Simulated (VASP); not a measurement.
A run of VASP 6.6.1 is set up as follows.

INCAR

```
PREC     = Accurate       # precision mode
ENCUT    = 520            # plane-wave cutoff, eV
EDIFF    = 1E-6           # SCF threshold, eV
ISMEAR   = -1             # smearing method
SIGMA    = 0.05           # smearing width, eV
LREAL    = Auto         
LASPH    = T              # aspherical terms in the spheres
NELM     = 100            # most SCF steps
ALGO     = Normal         # electronic algorithm
ISIF     = 2              # what is computed and relaxed
LWAVE    = F              # write WAVECAR
LCHARG   = F              # write CHGCAR
GGA      = PE             # functional
ISYM     = 0            
NBANDS   = 129            # bands
```

The input KPOINTS:

```
Automatic mesh
0
Gamma
  1 1 1
  0.25 0.25 0.25
```

File POSCAR:

```
Ge5Bi3
1.0
    7.3302180000     -0.1736460000     -0.1884740000
   -0.1736460000      7.0252930000     -0.1301890000
   -0.1884740000     -0.1301890000      7.5795750000
Ge Bi
10 6
Direct
    0.3026343345      0.4061075332      0.3297680196
    0.7184256131      0.8195814941      0.3561621917
    0.1978247149      0.3484694850      0.7132228006
    0.5864769163      0.1784938109      0.2643383806
    0.9113066907      0.2448295056      0.8719189039
    0.8082933276      0.5294540722      0.0610042612
    0.0381921646      0.6718203409      0.2924964590
    0.7255557637      0.9210830336      0.7433679693
    0.5162057634      0.2413379405      0.7361196255
    0.4918930834      0.6626310011      0.5424319074
    0.7998122187      0.4270933289      0.5301414211
    0.2971812110      1.0186333576      0.4870032673
    0.0700125748      0.7313443827      0.7268292145
    0.9989903708      0.1440442277      0.2112253900
    0.4326011127      0.5985030986      0.0207020291
    0.3306269560      1.0333720562     -0.0094138181
```

Potentials or basis: VASP PAW PBE potentials, release 64 (Ge_d, Bi_d).

Launch:

```bash
$ cat potpaw_PBE.64/Ge_d/POTCAR potpaw_PBE.64/Bi_d/POTCAR > POTCAR
$ mpirun -np 1 vasp_std > vasp.out
```

Question: Predict the largest force.

Answer: 1.216 eV/Å.

Question: Predict the pressure.

Answer: 6.0 GPa.

Forces on the atoms (eV/Å):
```
Ge   0.108  0.471 -0.270
Ge  -0.258  0.690 -0.117
Ge  -0.636  0.479  0.459
Ge   0.159 -0.178  0.053
Ge  -0.246 -0.186 -0.337
Ge  -0.168  0.085 -0.021
Ge  -0.023  0.127  0.199
Ge   0.111  0.202 -0.338
Ge   1.102  0.202  0.437
Ge  -0.201 -0.043 -0.111
Bi  -0.091 -0.479 -0.436
Bi  -0.617 -0.991 -0.342
Bi   0.303  0.375  0.250
Bi  -0.012 -0.133  0.571
Bi   0.315 -0.005 -0.456
Bi   0.152 -0.617  0.457
```

Caveat: the k points lie up to 0.90 Å⁻¹ apart, too coarse for converged energies, forces and pressures; the atoms stand as in a frame of molecular dynamics.
